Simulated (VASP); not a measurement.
Here is a VASP 6.6.1 calculation.

Contents of INCAR:

```
PREC = Accurate ; ENCUT = 520
EDIFF = 1E-6 ; ISMEAR = 0
SIGMA = 0.15 ; LREAL = F
LASPH = T ; NELM = 80
ALGO = Fast ; ISIF = 2
LWAVE = F ; LCHARG = F
GGA = PE ; NBANDS = 12
```

The input KPOINTS:

```
regular mesh
0
Gamma
  24 24 24
```

Contents of POSCAR:

```
Cu
1.0
    0.0000000000      1.9255516070      1.7824831226
    1.9255516070      0.0000000000      1.7824831226
    1.9255516070      1.9255516070      0.0000000000
Cu
1
Direct
    0.0000000000      0.0000000000      0.0000000000
```

Potentials or basis: VASP PAW PBE potentials, release 64 (Cu).

The run is started by

```bash
$ cat potpaw_PBE.64/Cu/POTCAR > POTCAR
$ mpirun -np 1 vasp_std > vasp.out
```

Q: Estimate the pressure.

A: -9.8 GPa.

Q: What does it give for the band gap on the k mesh?

A: Zero (an odd number of electrons rules out a gap without spin polarisation).

Stress tensor (GPa, compression positive):
```
-10.55   0.00   0.00
  0.00 -10.55   0.00
  0.00   0.00  -8.24
```

Caveat: the cell stands under tension.
